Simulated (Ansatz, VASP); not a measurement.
# Two plane-wave programs on Hg

File INCAR:

```
PREC = Accurate
ENCUT = 520
EDIFF = 1E-6
ISMEAR = -1
SIGMA = 0.1
LREAL = False
LASPH = True
NELM = 60
ALGO = Normal
ISIF = 2
LWAVE = False
LCHARG = True
GGA = RE
LELF = True
LVHAR = True
NBANDS = 12
```

The input KPOINTS:

```
Automatic mesh
0
Gamma
  7 7 7
```

The input POSCAR:

```
Hg
1.0
    4.9673934206      0.0000000000      0.0000000000
    0.0000000000      4.9673934206      0.0000000000
    0.0000000000      0.0000000000      4.9673934206
Hg
1
Direct
    0.0000000000      0.0000000000      0.0000000000
```

Input for Ansatz:

```yaml
crystal:
  lattice:
    - [4.9673934206, 0.0, 0.0]
    - [0.0, 4.9673934206, 0.0]
    - [0.0, 0.0, 4.9673934206]
  atoms:
    - { symbol: Hg, position: [0.0, 0.0, 0.0] }
hamiltonian:
  xc: revpbe
  pseudopotentials:
    kind: paw
    azcp:
      Hg: "pseudopotentials/Hg.paw.azcp"
basis:
  ecutwfc: 420
  fft_grid_basis: typed
kpoints:
  mp_grid: { grid: [7, 7, 7], shift: [0, 0, 0] }
magnetization:
  spin_polarized: false
scf:
  occupations: { method: fermi_dirac, width: 0.1 }
  lower_state_search: "off"
output:
  stress: true
```

Alike in both runs: task single point; functional revPBE; k mesh 7 × 7 × 7; occupations fermi-dirac, width 0.1 eV; no spin polarisation.

|  | VASP | Ansatz |
| --- | --- | --- |
| version | VASP 6.6.1 | Ansatz 0.2.0 |
| potentials or method | VASP PAW PBE potentials, release 64 (Hg), cutoff 520 eV | plane waves (420 eV) with PAW, scalar-relativistic |
| valence electrons in the cell | 12 | 20 |

```csv
,VASP,Ansatz,Ansatz less VASP
pressure (GPa),0.0,0.0,+0.02
```

VASP's potentials were made for PBE, not for revPBE. The functional is the same, so the differences come from potentials, cutoffs and numerics. VASP's potentials hold 12 valence electrons a cell and Ansatz's 20, so a difference there can come from the potentials and not from the codes.

Neither program's run includes spin-orbit coupling.
